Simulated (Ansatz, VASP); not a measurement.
# TiCo in VASP and in Ansatz

Contents of INCAR:

```
  PREC = Accurate
  ENCUT = 520
  EDIFF = 1E-6
  ISMEAR = 0
  SIGMA = 0.1
  LREAL = False
  LASPH = True
  NELM = 150
  ALGO = Normal
  ISIF = 2
  LWAVE = False
  LCHARG = False
  ISPIN = 2
  MAGMOM = 0 1.07
  LORBIT = 11
  LMAXMIX = 4
  GGA = PE
  NBANDS = 22
```

KPOINTS

```
regular mesh
0
Gamma
  18 18 18
```

The input POSCAR:

```
TiCo
1.0
    3.0815627533      0.0000000000      0.0000000000
    0.0000000000      3.0815627533      0.0000000000
    0.0000000000      0.0000000000      3.0815627533
Ti Co
1 1
Direct
    0.0000000000      0.0000000000      0.0000000000
    0.5000000000      0.5000000000      0.5000000000
```

Input for Ansatz:

```yaml
crystal:
  lattice:
    - [3.0815627533, 0.0, 0.0]
    - [0.0, 3.0815627533, 0.0]
    - [0.0, 0.0, 3.0815627533]
  atoms:
    - { symbol: Ti, position: [0.0, 0.0, 0.0] }
    - { symbol: Co, position: [0.5, 0.5, 0.5], spin: 1.07 }
basis:
  ecutwfc: 420
kpoints:
  mp_grid: { grid: [18, 18, 18] }
hamiltonian:
  xc: pbe
scf:
  occupations: { method: gaussian, width: 0.1 }
output:
  forces: true
  stress: true
  eigenvalues: true
  populations: true
magnetization:
  spin_polarized: true
```

Alike in both runs: task single point; functional PBE; k mesh 18 × 18 × 18; occupations gaussian, width 0.1 eV; collinear spin.

```csv
,VASP,Ansatz
version,VASP 6.6.1,Ansatz 0.2.0
potentials or method,"VASP PAW PBE potentials, release 64 (Ti_sv, Co), cutoff 520 eV","scalar-relativistic, plane waves, PAW"
valence electrons in the cell,21,29
```

Ansatz gave:

```
gap on the k mesh at the Fermi level (eV)                     : none
pressure (GPa)                                                : -12.9
net moment per atom (μB)                                      : 0.45
size of the moment on the site where the two differ most (μB) : 1.13
```

Task: Which values does VASP return?

Result: gap on the k mesh at the Fermi level (eV): none; pressure (GPa): -13.3; net moment per atom (μB): 0.45; size of the moment on the site where the two differ most (μB): 1.10.

Site moments also hang on the region over which each program counts them. A gap of «none» marks a metal or a gap that the smearing closes. The functional is the same, so the differences come from potentials, cutoffs and numerics. VASP's potentials hold 21 valence electrons a cell and Ansatz's 29, so a difference there can come from the potentials and not from the codes.
